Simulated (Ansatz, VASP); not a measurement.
## Two plane-wave programs on SiC

INCAR

```
  PREC = Accurate
  ENCUT = 520
  EDIFF = 1E-6
  ISMEAR = 0
  SIGMA = 0.05
  LREAL = False
  LASPH = True
  NELM = 100
  ALGO = Normal
  ISIF = 2
  LWAVE = False
  LCHARG = False
  GGA = RE
  IVDW = 12
  NBANDS = 11
```

Contents of KPOINTS:

```
Automatic mesh
0
Gamma
  10 10 10
```

Contents of POSCAR:

```
SiC
1.0
    0.0000000000      2.1739983056      2.1739983056
    2.1739983056      0.0000000000      2.1739983056
    2.1739983056      2.1739983056      0.0000000000
Si C
1 1
Direct
    0.0000000000      0.0000000000      0.0000000000
    0.7500000000      0.7500000000      0.7500000000
```

Input for Ansatz:

```yaml
crystal:
  lattice:
    - [0.0, 2.1739983056, 2.1739983056]
    - [2.1739983056, 0.0, 2.1739983056]
    - [2.1739983056, 2.1739983056, 0.0]
  atoms:
    - { symbol: Si, position: [0.0, 0.0, 0.0] }
    - { symbol: C, position: [0.75, 0.75, 0.75] }
basis:
  ecutwfc: 420
  ecutrho_ratio: 4
kpoints:
  mp_grid: { grid: [10, 10, 10] }
hamiltonian:
  xc: revpbe
  dispersion: d3bj
scf:
  occupations: { method: gaussian, width: 0.05 }
output:
  forces: true
  stress: true
  eigenvalues: true
```

Alike in both runs: task single point; functional revPBE; dispersion D3(BJ); k mesh 10 × 10 × 10; occupations gaussian, width 0.05 eV; no spin polarisation.

```csv
,VASP,Ansatz
version,VASP 6.6.1,Ansatz 0.2.0
potentials or method,"VASP PAW PBE potentials, release 64 (Si, C), cutoff 520 eV","scalar-relativistic, plane waves, PAW"
valence electrons in the cell,8,8
```

```tsv
	VASP	Ansatz	Ansatz less VASP
gap on the k mesh at the Fermi level (eV)	1.35	1.36	+0.006
least direct gap on the mesh (eV)	4.54	4.56	+0.016
pressure (GPa)	-2.6	-2.2	+0.41
```

VASP's potentials were made for PBE, not for revPBE.
